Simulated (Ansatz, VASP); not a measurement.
# InP in VASP and in Ansatz

INCAR

```
SYSTEM = InP
PREC = Accurate
ENCUT = 520
EDIFF = 1E-7
ISMEAR = 0
SIGMA = 0.01
LREAL = .False.
LASPH = .True.
NELM = 100
ALGO = Normal
ISIF = 2
LWAVE = .False.
LCHARG = .False.
GGA = PE
NBANDS = 16
```

Contents of KPOINTS:

```
Automatic mesh
0
Gamma
  6 6 6
  0 0 0
```

POSCAR

```
InP
1.0
    0.0000000000      3.0095414714      3.0095414714
    3.0095414714      0.0000000000      3.0095414714
    3.0095414714      3.0095414714      0.0000000000
In P
1 1
Direct
    0.0000000000      0.0000000000      0.0000000000
    0.2500000000      0.2500000000      0.2500000000
```

Input for Ansatz:

```yaml
crystal:
  lattice:
    - [0.0, 3.0095414714, 3.0095414714]
    - [3.0095414714, 0.0, 3.0095414714]
    - [3.0095414714, 3.0095414714, 0.0]
  atoms:
    - { symbol: In, position: [0.0, 0.0, 0.0] }
    - { symbol: P, position: [0.25, 0.25, 0.25] }
kpoints:
  mp_grid: { grid: [6, 6, 6] }
hamiltonian:
  xc: pbe
scf:
  occupations: { method: fixed }
  n_extra_bands: 4
output:
  forces: true
  stress: true
  eigenvalues: true
```

Alike in both runs: task single point; functional PBE; k mesh 6 × 6 × 6; no spin polarisation.

|  | VASP | Ansatz |
| --- | --- | --- |
| version | VASP 6.6.1 | Ansatz 0.2.0 |
| potentials or method | VASP PAW PBE potentials, release 64 (In_d, P) | plane waves, PAW |
| plane-wave cutoff (eV) | 520 | 420 |
| occupations | gaussian, width 0.01 eV | fixed |
| valence electrons in the cell | 18 | 18 |

VASP gave:

```
gap on the k mesh at the Fermi level (eV) : 0.27
pressure (GPa)                            : -1.7
```

Task: What did Ansatz give for the same quantities?

Result: gap on the k mesh at the Fermi level (eV): 0.28; pressure (GPa): -1.7.
